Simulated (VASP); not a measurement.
Mg, 1 atom in the cell. The structure is cubic, space group Im-3m (No. 229). The conventional cell has a = 3.546 Å, b = 3.546 Å, c = 3.546 Å, α = 90.00°, β = 90.00°, γ = 90.00°. Mg (site symmetry m-3m) has 14 Mg at 3.07 to 3.55 Å within 4.0 Å. This isn't the form of Mg at room conditions, which is hcp.

```yaml
Program: VASP 6.6.1
Task: single point
Functional: pbe exchange, lda correlation
Potentials_or_basis: VASP PAW PBE potentials, release 64 (Mg)
Cutoff: 600 eV
k_mesh: 11 × 11 × 11
Occupations: fermi-dirac, width 0.025 eV
Spin: no spin polarisation
Dipole_correction: no
Further_INCAR_settings: ALGO = Normal; EDIFF = 1e-06; NBANDS = 7
```

Potentials or basis: VASP PAW PBE potentials, release 64 (Mg).

Command:

```bash
$ cat potpaw_PBE.64/Mg/POTCAR > POTCAR
$ mpirun -np 1 vasp_std > vasp.out
```

Hardware: 1 thread of AMD EPYC 9R45 96-Core Processor (Zen 5), with other jobs on the host.

Q: Estimate the wall time of this run.

A: Wall time 6.8 s on 1 thread of AMD EPYC 9R45 96-Core Processor (Zen 5), on a shared host, peak memory 0.13 GiB. Counts: scf iterations 10, k points 56.
